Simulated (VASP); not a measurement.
Runs of VASP 6.6.1 on MgSnN. The structure is that of space group P4/mmm (No. 123), or close to it. The cells are those of the table. 

```tsv
task	cell	k mesh	cutoff (eV)	gap on the mesh (eV)	pressure (GPa)	relaxed volume (Å³/atom)
relaxation of cell and atoms	relaxed from a = 3.127, b = 3.127, c = 4.764 Å, 3 atoms	14 × 14 × 10	600	none	-0.1	15.50
single point	a = 3.118, b = 3.118, c = 4.792 Å, 3 atoms	14 × 14 × 10	520	none	-0.2	-
single point	a = 3.651, b = 3.686, c = 3.799 Å, 3 atoms	6 × 6 × 4	520	none	15.2	-
relaxation of cell and atoms	relaxed from a = 3.651, b = 3.686, c = 3.799 Å, 3 atoms	6 × 6 × 4	600	none	0.1	(a)
single point	a = 3.126, b = 3.128, c = 4.764 Å, 3 atoms	6 × 6 × 4	520	none	-0.2	-
```

Alike in all rows: level PBE; potentials or basis VASP PAW PBE potentials, release 64 (Mg, Sn_d, N); no spin polarisation; smearing gaussian 0.1 eV.

**Question.** Estimate the missing entries.

**Answer.** (a) 15.46.

Caveats: some runs use coarse meshes; spin-orbit coupling is left out, which moves the levels of the heavy elements.

A k mesh can miss the band edges, and the runs leave out spin-orbit coupling on Sn.

A gap of «none» marks levels without a gap at the run's occupations.
